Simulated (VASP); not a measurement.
Here is a VASP 6.6.1 calculation.

File INCAR:

```
  PREC = Accurate
  ENCUT = 600
  EDIFF = 1E-6
  ISMEAR = 0
  SIGMA = 0.02
  LREAL = F
  LASPH = T
  NELM = 60
  ALGO = Normal
  ISIF = 3
  LWAVE = F
  LCHARG = F
  GGA = CA
  IBRION = 2
  NSW = 70
  EDIFFG = -0.005
```

KPOINTS

```
regular mesh
0
Gamma
  6 6 4
```

The input POSCAR:

```
KI
1.0
    2.4856454456     -4.3033639529      0.0000000000
    2.4856454456      4.3033639529      0.0000000000
    0.0000000000      0.0000000000      8.6793136639
K I
2 2
Direct
    0.5000000000      0.5000000000      0.5000000000
    0.5000000000      0.5000000000      0.0000000000
    0.8332197398      0.1667802602      0.2500000000
    0.1667802602      0.8332197398      0.7500000000
```

Potentials or basis: VASP PAW LDA potentials, release 64 (K_sv, I).

Run with:

```console
$ cat potpaw_LDA.64/K_sv/POTCAR potpaw_LDA.64/I/POTCAR > POTCAR
$ mpirun -np 1 vasp_std > vasp.out
```

(1) What does it give for the band gap on the k mesh?

(2) Estimate the relaxed volume.

(3) Estimate the relaxed cell.

Answers

(1) 3.76 eV.

(2) 39.90 Å³/atom.

(3) a = 4.711 Å, b = 4.711 Å, c = 8.305 Å, α = 90.00°, β = 90.00°, γ = 120.02°.

Caveat: spin-orbit coupling is left out, which moves the levels of the heavy elements.
